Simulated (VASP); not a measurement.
# BN: single point with PBE

The system is BN, a slab with vacuum.

```
B N
1.0
     2.50224    0.00000    0.00000
     0.00000    3.66930    0.00000
     0.00000    0.00000   27.62486
B N
6 6
Direct
  0.50000 0.76831 0.30769
  0.00000 0.53579 0.37980
  0.50000 0.30327 0.45191
  0.00000 0.09358 0.52600
  0.50000 0.91418 0.60135
  0.00000 0.74961 0.67854
  0.00000 0.69142 0.33176
  0.50000 0.45890 0.40387
  0.00000 0.22638 0.47598
  0.50000 0.03086 0.55045
  0.00000 0.85907 0.62561
  0.50000 0.70243 0.70006
```

| Property | Result |
| --- | --- |
| Program | VASP 6.6.1 |
| Task | single point |
| Functional | PBE |
| Potentials or basis | VASP PAW PBE potentials, release 64 (B, N) |
| Cutoff | 520 eV |
| k mesh | 10 × 7 × 1 |
| Occupations | gaussian, width 0.05 eV |
| Spin | no spin polarisation |
| Dipole correction | yes |
| Further INCAR settings | ALGO = Normal; EDIFF = 1e-06; NBANDS = 36 |

* Largest force: 1.215 eV/Å
* Band gap on the k mesh: zero (bands 24 and 25 overlap by 0.42 eV)

Forces on the atoms (eV/Å):
```
B    0.000 -0.188  0.116
B    0.000 -0.396  1.105
B    0.000 -0.278  0.755
B    0.000  0.000 -0.007
B    0.000 -0.002  0.001
B    0.000 -0.008  0.024
N    0.000  0.528 -1.094
N    0.000  0.208 -0.760
N    0.000  0.123 -0.121
N    0.000  0.004 -0.003
N    0.000  0.001  0.005
N    0.000  0.007 -0.020
```

Levels at points of the mesh, in eV from the Fermi level:
| k point | band 20 | band 21 | band 22 | band 23 | band 24 | band 25 | band 26 | band 27 | band 28 | band 29 |
| --- | --- | --- | --- | --- | --- | --- | --- | --- | --- | --- |
| (0.00, 0.00, 0.00) | -3.31 | -3.03 | -2.55 | -1.76 | -0.62 | 0.00 | 2.90 | 3.90 | 4.62 | 5.09 |
| (0.50, 0.00, 0.00) | -1.96 | -1.51 | -0.96 | -0.69 | 0.23 | 0.51 | 2.56 | 3.36 | 3.90 | 4.47 |

It took 21 min on 1 thread of AMD EPYC 7R13, with other jobs on the host, peak memory 0.39 GiB.
